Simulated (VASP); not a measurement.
# PbO: single point with PBE

The system is PbO.

```
Pb O
1.0
    -0.16440    2.55837    2.55837
     2.55837   -0.16440    2.55837
     2.55837    2.55837   -0.16440
Pb O
1 1
Cartesian
  0.0000 0.0000 0.0000
  2.4762 2.4762 2.4762
```

This cell differs from its parent crystal: epitaxial 111 strain +4.5%.

| Item | Value |
| --- | --- |
| Program | VASP 6.6.1 |
| Task | single point |
| Functional | PBE |
| Potentials or basis | VASP PAW PBE potentials, release 64 (Pb_d, O) |
| Cutoff | 600 eV |
| k mesh | 8 × 8 × 8 |
| Occupations | fermi-dirac, width 0.02 eV |
| Spin | no spin polarisation |
| Dipole correction | no |
| Further INCAR settings | ALGO = Normal; EDIFF = 1e-06; NBANDS = 17 |

| Property | Result |
| --- | --- |
| Pressure | -1.1 GPa |
| Band gap on the k mesh | 0.24 eV (least direct gap 0.40 eV) |

Stress tensor (GPa, compression positive):
```
-1.11  1.74  1.74
 1.74 -1.11  1.74
 1.74  1.74 -1.11
```

Levels at points of the mesh, in eV from the valence-band top:
```csv
k point,band 7,band 8,band 9,band 10,band 11,band 12,band 13,band 14
"(0.00, 0.00, 0.00)",-7.53,-2.35,-2.35,-1.90,7.95,7.95,8.08,10.74
"(0.50, 0.00, 0.00)",-8.52,-1.85,-1.69,0.00,0.40,5.06,5.55,10.29
"(0.50, 0.50, 0.00)",-6.07,-5.04,-3.44,-2.88,3.81,5.87,6.61,6.71
"(0.50, 0.50, 0.50)",-7.76,-1.96,-1.96,-0.38,0.24,4.13,4.13,9.55
```

Run time: 83 s on 1 thread of AMD EPYC 7R43 64-Core Processor (Zen 3), with other jobs on the host, peak memory 0.16 GiB.

Caveat: the cell differs from its parent crystal (epitaxial 111 strain +4.5%); spin-orbit coupling is left out, which moves the levels of the heavy elements. A k mesh can miss the band edges.
